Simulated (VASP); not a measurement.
## Sb: single point with PBE

Sb:

```
CELL_PARAMETERS angstrom
2.15420 1.24373 3.75800
-2.15420 1.24373 3.75800
0.00000 -2.48746 3.75800
ATOMIC_POSITIONS crystal
Sb 0.76651 0.76651 0.76651
Sb 0.23349 0.23349 0.23349
```

```json
{
 "Program": "VASP 6.6.1",
 "Task": "single point",
 "Functional": "PBE",
 "Potentials or basis": "VASP PAW PBE potentials, release 64 (Sb)",
 "Cutoff": "520 eV",
 "k mesh": "8 × 8 × 8",
 "Occupations": "gaussian, width 0.1 eV",
 "Spin": "no spin polarisation"
}
```

The pressure is 2.8 GPa. The largest force is 0.197 eV/Å and the band gap on the k mesh is zero (band 5 reaches 7.38 eV, above the bottom of band 6 at 7.08 eV).

Forces on the atoms (eV/Å):
```
Sb   0.000  0.000 -0.197
Sb   0.000  0.000  0.197
```

Stress tensor (GPa, compression positive):
```
2.98 0.00 0.00
0.00 2.98 0.00
0.00 0.00 2.33
```

Levels at points of the mesh, in eV from the Fermi level:
```csv
k point,band 2,band 3,band 4,band 5,band 6,band 7,band 8,band 9
"(0.00, 0.00, 0.00)",-4.89,-2.16,-1.90,-1.90,1.96,2.60,2.60,4.99
"(0.50, 0.00, 0.00)",-9.73,-2.05,-1.92,-0.38,-0.31,0.10,0.41,7.47
"(0.50, 0.50, 0.00)",-8.10,-5.53,-3.85,-3.76,1.43,4.85,5.43,6.85
"(0.50, 0.50, 0.50)",-9.07,-1.42,-1.42,-0.58,0.04,0.04,1.04,6.90
```

Run time: 67 s on 1 thread of Intel Xeon 8259CL, with other jobs on the host, peak memory 0.22 GiB.

Caveat: spin-orbit coupling is left out, which moves the levels of the heavy elements.
